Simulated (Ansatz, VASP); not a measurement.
One calculation of AgBr, two programs

POSCAR

```
AgBr
1.0
    0.0000000000      2.8633434290      2.8633434290
    2.8633434290      0.0000000000      2.8633434290
    2.8633434290      2.8633434290      0.0000000000
Ag Br
1 1
Direct
    0.0000000000      0.0000000000      0.0000000000
    0.5000000000      0.5000000000      0.5000000000
```

The input INCAR.step1:

```
SYSTEM = AgBr
PREC = Accurate ; ENCUT = 550
ISMEAR = 0 ; SIGMA = 0.02
LREAL = .FALSE. ; LASPH = .TRUE.
NELM = 120 ; NBANDS = 16
GGA = PE ; ALGO = Normal
EDIFF = 1E-5 ; LWAVE = .TRUE.
LCHARG = .FALSE. ; GGA_COMPAT = .FALSE.
```

File INCAR.step2:

```
SYSTEM = AgBr
PREC = Accurate ; ENCUT = 550
EDIFF = 1E-6 ; ISMEAR = 0
SIGMA = 0.02 ; LREAL = .FALSE.
LASPH = .TRUE. ; NELM = 120
ALGO = Normal ; ISIF = 2
LWAVE = .FALSE. ; LCHARG = .FALSE.
METAGGA = R2SCAN ; LMIXTAU = .TRUE.
NBANDS = 16 ; ISTART = 1
GGA_COMPAT = .FALSE.
```

KPOINTS

```
Automatic mesh
0
G
  8 8 8
  0 0 0
```

Input for Ansatz:

```yaml
crystal:
  lattice:
    - [0.0, 2.863343429, 2.863343429]
    - [2.863343429, 0.0, 2.863343429]
    - [2.863343429, 2.863343429, 0.0]
  atoms:
    - { symbol: Ag, position: [0.0, 0.0, 0.0] }
    - { symbol: Br, position: [0.5, 0.5, 0.5] }
basis:
  ecutwfc: 500
kpoints:
  mp_grid: { grid: [8, 8, 8] }
hamiltonian:
  xc: r2scan
scf:
  occupations: { method: gaussian, width: 0.02 }
output:
  forces: true
  stress: true
  eigenvalues: true
```

Alike in both runs: task single point; functional r2SCAN; k mesh 8 × 8 × 8; occupations gaussian, width 0.02 eV; no spin polarisation.

```csv
,VASP,Ansatz
version,VASP 6.6.1,Ansatz 0.2.0
potentials or method,"VASP PAW PBE potentials, release 64 (Ag, Br), cutoff 550 eV","scalar-relativistic, plane waves, PAW"
valence electrons in the cell,18,26
```

```csv
,VASP,Ansatz,Ansatz less VASP
gap on the k mesh at the Fermi level (eV),1.25,1.29,+0.047
least direct gap on the mesh (eV),3.31,3.32,+0.016
pressure (GPa),1.4,1.5,+0.04
```

VASP's potentials were made for PBE, not for r2SCAN. VASP's potentials hold 18 valence electrons a cell and Ansatz's 26, so a difference there can come from the potentials and not from the codes.
